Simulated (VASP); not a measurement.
Crystal: ZnSnP2.

```
Zn Sn P
1.0
    -2.85113    2.85113    5.71686
     2.85113   -2.85113    5.71686
     2.85113    2.85113   -5.71686
Zn Sn P
2 2 4
Direct
  0.75000 0.25000 0.50000
  0.00000 0.00000 0.00000
  0.25000 0.75000 0.50000
  0.50000 0.50000 0.00000
  0.37500 0.35279 0.47779
  0.64721 0.12500 0.02221
  0.10279 0.62500 0.97779
  0.87500 0.89721 0.52221
```

* Program: VASP 6.6.1
* Task: relaxation of cell and atoms
* Functional: r2SCAN
* Potentials or basis: VASP PAW PBE potentials, release 64 (Zn, Sn_d, P)
* Cutoff: 550 eV
* k mesh: 6 × 6 × 6
* Occupations: fermi-dirac, width 0.02 eV
* Spin: no spin polarisation

At the start: pressure -2.1 GPa; volume 23.24 Å³/atom.

Question: Where does the relaxation end?

Answer: Over 5 steps the energy falls by 4.7 meV/atom and the volume is 22.57 Å³/atom (-2.8 %); space group I-42d (No. 122, to 0.1 Å) before and after.

Step by step:
```
step  energy change (eV)  largest force (eV/Å)  pressure (GPa)  volume (Å³)
   1              0.0000                0.1056           -2.10       185.89
   2             -0.0274                0.0503            1.23       177.81
   3             -0.0375                0.0055            0.04       180.48
   4             -0.0375                0.0077           -0.01       180.58
   5             -0.0375                0.0046           -0.01       180.59
```

Final structure:
```
Zn Sn P
1.0
    -2.82382    2.82382    5.66194
     2.82382   -2.82382    5.66194
     2.82382    2.82382   -5.66194
Zn Sn P
2 2 4
Direct
  0.75000 0.25000 0.50000
  0.00000 0.00000 0.00000
  0.25000 0.75000 0.50000
  0.50000 0.50000 0.00000
  0.37500 0.35343 0.47843
  0.64657 0.12500 0.02157
  0.10343 0.62500 0.97843
  0.87500 0.89657 0.52157
```

Caveat: the PAW data sets were made with another functional, which shifts forces and pressure a little.
